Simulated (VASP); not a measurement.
Crystal: CoO.

```
CELL_PARAMETERS angstrom
1.53675 0.88724 2.47351
-1.53675 0.88724 2.47351
0.00000 -1.77448 2.47351
ATOMIC_POSITIONS crystal
Co 0.00000 0.00000 0.00000
O 0.50000 0.50000 0.50000
```

```yaml
Program: VASP 6.6.1
Task: relaxation of cell and atoms
Functional: PBE
Potentials_or_basis: VASP PAW PBE potentials, release 64 (Co, O)
Cutoff: 600 eV
k_mesh: 12 × 12 × 12
Occupations: gaussian, width 0.02 eV
Spin: collinear spin, ferromagnetic start
Starting_moments: "[2.88, 0.24] μB"
Hubbard_terms: Co d U = 3.32 eV
```

At the start: pressure -7.6 GPa; volume 10.12 Å³/atom.

Problem. How do energy, volume and symmetry change on relaxing?

Solution. Over 9 steps the energy falls by 11.9 meV/atom and the volume is 9.65 Å³/atom (-4.6 %); space group Fm-3m (No. 225, to 0.1 Å) before and after; moment 3.00 μB per cell.

The path:
```tsv
step	energy change (eV)	largest force (eV/Å)	pressure (GPa)	volume (Å³)
1	0.0000	0.0000	-7.64	20.24
2	-0.0172	0.0000	4.51	18.86
3	-0.0233	0.0000	0.02	19.30
4	-0.0233	0.0000	-0.29	19.32
5	-0.0234	0.0000	-0.13	19.32
6	-0.0237	0.0000	-0.12	19.31
7	-0.0234	0.0000	-0.03	19.29
8	-0.0238	0.0000	-0.10	19.30
9	-0.0238	0.0000	-0.07	19.30
```

Final structure:
```
Co O
1.0
     1.51990    0.87751    2.41231
    -1.51990    0.87751    2.41231
     0.00000   -1.75503    2.41231
Co O
1 1
Direct
  0.00000 0.00000 0.00000
  0.50000 0.50000 0.50000
```

Caveat: a cell with one magnetic atom can't hold antiferromagnetic order, which such compounds often take.
